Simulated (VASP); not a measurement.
# CaSe (P4/mmm) in VASP: single point with HSE06

Aim: the single point of CaSe with HSE06.

Everything below comes from runs of VASP 6.6.1. Logs are shortened: lines on timing, memory, paths and dates and some standing lists are left out, and cuts for length are marked.

**1. The cell of the first run**

It takes space group P4/mmm (No. 123, tetragonal). The conventional cell has a = 3.635 Å, b = 3.635 Å, c = 3.453 Å, α = 90.00°, β = 90.00°, γ = 90.00°. Ca (site symmetry 4/mmm) has 8 Se at 3.10 Å and 6 Ca at 3.45 to 3.63 Å within 4.1 Å. Se (site symmetry 4/mmm) has 8 Ca at 3.10 Å and 6 Se at 3.45 to 3.63 Å within 4.1 Å.

**2. Single point, HSE06 (uniaxial x strain -5.0%)**

POSCAR

```
CaSe
1.0
    3.4534091514      0.0000000000      0.0000000000
    0.0000000000      3.6347849189      0.0000000000
    0.0000000000      0.0000000000      3.6347849189
Ca Se
1 1
Direct
    0.0000000000      0.0000000000      0.0000000000
    0.5000000000      0.5000000000      0.5000000000
```

INCAR.step1

```
SYSTEM = CaSe
PREC = Accurate
ENCUT = 520
EDIFF = 1E-5
ISMEAR = 0
SIGMA = 0.01
LREAL = .False.
LASPH = .True.
NELM = 100
ALGO = Normal
ISIF = 2
LWAVE = .True.
LCHARG = .False.
GGA = PE
NBANDS = 15
KPAR = 4
```

INCAR.step2

```
SYSTEM = CaSe
PREC = Accurate
ENCUT = 520
EDIFF = 1E-6
ISMEAR = 0
SIGMA = 0.01
LREAL = .False.
LASPH = .True.
NELM = 100
ALGO = Normal
ISIF = 2
LWAVE = .False.
LCHARG = .False.
GGA = PE
LHFCALC = .True.
HFSCREEN = 0.2079
PRECFOCK = Normal
ISTART = 1
NBANDS = 15
KPAR = 4
```

KPOINTS

```
regular mesh
0
Gamma
  6 6 6
  0 0 0
```

Potentials or basis: VASP PAW PBE potentials, release 64 (Ca_sv, Se).

Command:

```
$ cat potpaw_PBE.64/Ca_sv/POTCAR potpaw_PBE.64/Se/POTCAR > POTCAR
$ cp INCAR.step1 INCAR
$ mpirun -np 4 vasp_std > vasp.out
$ cp INCAR.step2 INCAR
$ mpirun -np 4 vasp_std > vasp.out
```

OUTCAR:

```text
SYSTEM = CaSe
   PREC = Accurate
   ENCUT = 520
   EDIFF = 1E-6
   ISMEAR = 0
   LREAL = .False.
   LASPH = .True.
   NELM = 100
   ISIF = 2
   GGA = PE
   LHFCALC = .True.
   HFSCREEN = 0.2079
   PRECFOCK = Normal
   ISTART = 1

 ion  position               nearest neighbor table
   1  0.000  0.000  0.000-
   2  0.500  0.500  0.500-

  LATTYP: Found a simple tetragonal cell.
 ALAT       =     3.6347849189
 C/A-ratio  =     0.9501000000

  Lattice vectors:

 A1 = (   0.0000000000,   3.6347849189,   0.0000000000)
 A2 = (   0.0000000000,   0.0000000000,   3.6347849189)
 A3 = (   3.4534091514,   0.0000000000,   0.0000000000)

Analysis of symmetry for initial positions (statically):
=====================================================================
 Subroutine PRICEL returns:
 Original cell was already a primitive cell.

 Routine SETGRP: Setting up the symmetry group for a
 simple tetragonal supercell.

 Subroutine GETGRP returns: Found 16 space group operations
 (whereof 16 operations were pure point group operations)
 out of a pool of 16 trial point group operations.

The static configuration has the point symmetry D_4h.

Analysis of symmetry for dynamics (positions and initial velocities):
=====================================================================
 Subroutine PRICEL returns:
 Original cell was already a primitive cell.

 Routine SETGRP: Setting up the symmetry group for a
 simple tetragonal supercell.

 Subroutine GETGRP returns: Found 16 space group operations
 (whereof 16 operations were pure point group operations)
 out of a pool of 16 trial point group operations.

The dynamic configuration has the point symmetry D_4h.

 Subroutine INISYM returns: Found 16 space group operations
 (whereof 16 operations are pure point group operations),
 and found     1 'primitive' translations

----------------------------------------------------------------------------------------

                                     Primitive cell

  volume of cell :      45.6253

  direct lattice vectors                    reciprocal lattice vectors
     3.453409151  0.000000000  0.000000000     0.289568932  0.000000000  0.000000000
     0.000000000  3.634784919  0.000000000     0.000000000  0.275119442  0.000000000
     0.000000000  0.000000000  3.634784919     0.000000000  0.000000000  0.275119442

  length of vectors
[... 100 lines left out ...]
   IMIX   =      1    mixing-type and parameters
     AMIX     =   0.40;   BMIX     =  1.00
     AMIX_MAG =   1.60;   BMIX_MAG =  1.00
  volume/ion in A,a.u.               =      22.81       153.95
  Fermi-wavevector in a.u.,A,eV,Ry     =   1.154462  2.181617 18.133609  1.332783
  Thomas-Fermi vector in A             =   2.291098
   LORBIT       =      0    0 simple, 1 ext, 2 COOP (PROOUT), +10 PAW based schemes
   GGA     = PE    functional components
   LHFCALC =     T    Hartree Fock is set to
   PRECFOCK=normal    Normal, Fast or Accurate (Low or Medium for compatibility)
   ENCUT4O =  -1.0   cutoff for four orbital integrals eV
   NKREDX  =     1    reduce k-point grid by
   NKREDY  =     1    reduce k-point grid by
   NKREDZ  =     1    reduce k-point grid by
   AEXX    =    0.2500 exact exchange contribution
   HFSCREEN=    0.2079 screening length (either q_TF or 0.3 A-1)
   HFSCREENC=   0.2079 screening length for correlation (either q_TF or 0.3 A-1)
   ENCUTFOCK=  -1.0 apply spherical cutoff to Coloumb kernel
   IVDW    =     0    specifies the selected vdW correction
   LEPSILON=     F    determine dielectric tensor
   LRPA    =     F    only Hartree local field effects (RPA)
 non-spin polarized calculation
 Gauss-broadening in eV      SIGMA  =   0.01
  energy-cutoff  :      520.00
  volume of cell :       45.63
 maximum number of plane-waves:      1252
 NGX is ok and might be reduce to    28
  NGX = 20; NGY = 24; NGZ = 24

 number of electron      16.0000004 magnetization

 Free energy of the ion-electron system (eV)
  ---------------------------------------------------
  ext. energy  EPLUGINS =         0.00000000
  ---------------------------------------------------
  free energy    TOTEN  =        -9.87949708 eV

  energy without entropy =       -9.87949708  energy(sigma->0) =       -9.87949708

 E-fermi :   4.7703     XC(G=0):  -8.1335

 val. band max:        4.6479661216   @ k =   0.0000   0.5000   0.5000
 cond. band min:       5.5718878535   @ k =   0.0000   0.5000   0.5000
 fundamental gap:      0.9239217319
 Fermi energy:         4.7703482989

 k-point     1 :       0.0000    0.0000    0.0000
  band No.  band energies     occupation
      1     -40.2541      2.00000
      2     -19.7144      2.00000
      3     -19.7144      2.00000
      4     -19.7088      2.00000
      5     -10.3002      2.00000
      6       3.0138      2.00000
      7       3.0138      2.00000
      8       3.7506      2.00000
      9       6.0449      0.00000
     10       6.1103      0.00000
     11       7.5951      0.00000
     12       9.9624      0.00000
     13      10.2555      0.00000
     14      10.2555      0.00000
[... 401 lines left out ...]
      2     -19.9640      2.00000
      3     -19.8040      2.00000
      4     -19.7086      2.00000
      5      -8.8685      2.00000
      6      -0.3275      2.00000
      7       0.7620      2.00000
      8       2.5346      2.00000
      9       6.9320      0.00000
     10       8.4630      0.00000
     11       8.5083      0.00000
     12      10.3307      0.00000
     13      11.0638      0.00000
     14      12.4348      0.00000
     15      13.1757      0.00000

 [... further k-points ...]

------------------------ aborting loop because EDIFF is reached ----------------------------------------

  FORCE on cell =-STRESS in cart. coord.  units (eV):
  Direction    XX          YY          ZZ          XY          YZ          ZX
  --------------------------------------------------------------------------------------
  -------------------------------------------------------------------------------------
  Total        2.7527881      0.0600490      0.0600490      0.0000000      0.0000000      0.0000000
  in kB       96.6669239      2.1086815      2.1086815      0.0000000      0.0000000      0.0000000
  external PRESSURE =      33.6280957 kB  Pullay stress =       0.0000000 kB

 VOLUME and BASIS-vectors are now :
 -----------------------------------------------------------------------------
  energy-cutoff  :      520.00
  volume of cell :       45.63
      direct lattice vectors                 reciprocal lattice vectors
     3.453409151  0.000000000  0.000000000     0.289568932  0.000000000  0.000000000
     0.000000000  3.634784919  0.000000000     0.000000000  0.275119442  0.000000000
     0.000000000  0.000000000  3.634784919     0.000000000  0.000000000  0.275119442

 POSITION                                       TOTAL-FORCE (eV/Angst)
 -----------------------------------------------------------------------------------
      0.00000      0.00000      0.00000         0.000000      0.000000      0.000000
      1.72670      1.81739      1.81739         0.000000      0.000000      0.000000
 -----------------------------------------------------------------------------------
    total drift:                                0.000001      0.000001      0.000001

  FREE ENERGIE OF THE ION-ELECTRON SYSTEM (eV)
  ---------------------------------------------------
  free  energy   TOTEN  =        -9.8794970838 eV

  energy  without entropy=       -9.8794970838  energy(sigma->0) =       -9.87949708
```

OUTCAR.step1:

```text
SYSTEM = CaSe
   PREC = Accurate
   ENCUT = 520
   EDIFF = 1E-5
   ISMEAR = 0
   LREAL = .False.
   LASPH = .True.
[... 655 lines left out ...]
      0.00000      0.00000      0.00000         0.000000      0.000000      0.000000
      1.72670      1.81739      1.81739         0.000000      0.000000      0.000000
 -----------------------------------------------------------------------------------
    total drift:                                0.000000      0.000000      0.000000

  FREE ENERGIE OF THE ION-ELECTRON SYSTEM (eV)
  ---------------------------------------------------
  free  energy   TOTEN  =        -8.7152055298 eV

  energy  without entropy=       -8.7152055298  energy(sigma->0) =       -8.71520553
```

OSZICAR.step1:

```text
N       E                     dE             d eps       ncg     rms          rms(c)
DAV:   1     0.109198500473E+03    0.10920E+03   -0.75547E+03  1200   0.998E+02
DAV:   2    -0.461879522549E+01   -0.11382E+03   -0.10672E+03  1494   0.253E+02
DAV:   3    -0.870032018585E+01   -0.40815E+01   -0.40392E+01  1599   0.459E+01
DAV:   4    -0.886361545873E+01   -0.16330E+00   -0.16322E+00  1642   0.758E+00
DAV:   5    -0.886454805488E+01   -0.93260E-03   -0.93257E-03  1624   0.611E-01    0.451E+00
DAV:   6    -0.872700783497E+01    0.13754E+00   -0.13596E-01  1382   0.235E+00    0.264E+00
DAV:   7    -0.871335225093E+01    0.13656E-01   -0.78519E-02  1598   0.195E+00    0.823E-01
DAV:   8    -0.871517748119E+01   -0.18252E-02   -0.15081E-02  1278   0.886E-01    0.116E-01
DAV:   9    -0.871510938441E+01    0.68097E-04   -0.80373E-04  1569   0.291E-01    0.573E-02
DAV:  10    -0.871518468998E+01   -0.75306E-04   -0.20091E-04  1319   0.101E-01    0.151E-02
DAV:  11    -0.871520695576E+01   -0.22266E-04   -0.39169E-05  1424   0.500E-02    0.149E-02
DAV:  12    -0.871520552980E+01    0.14260E-05   -0.19109E-06   775   0.789E-03
   1 F= -.87152055E+01 E0= -.87152055E+01  d E =-.215814E-12
```

Wall time 27 min (4 MPI ranks of AMD EPYC 7R13 (Zen 3), shared host); peak memory 0.27 GiB.

What came out:

| Item | Value |
| --- | --- |
| Free energy | -9.8795 eV |
| Pressure | 3.4 GPa |
| Band gap on the k mesh | 0.92 eV |

Caveat: the cell differs from its parent crystal (uniaxial x strain -5.0%); the cell stands under pressure; the PAW data sets were made with another functional, which shifts forces and pressure a little. A k mesh can miss the band edges.
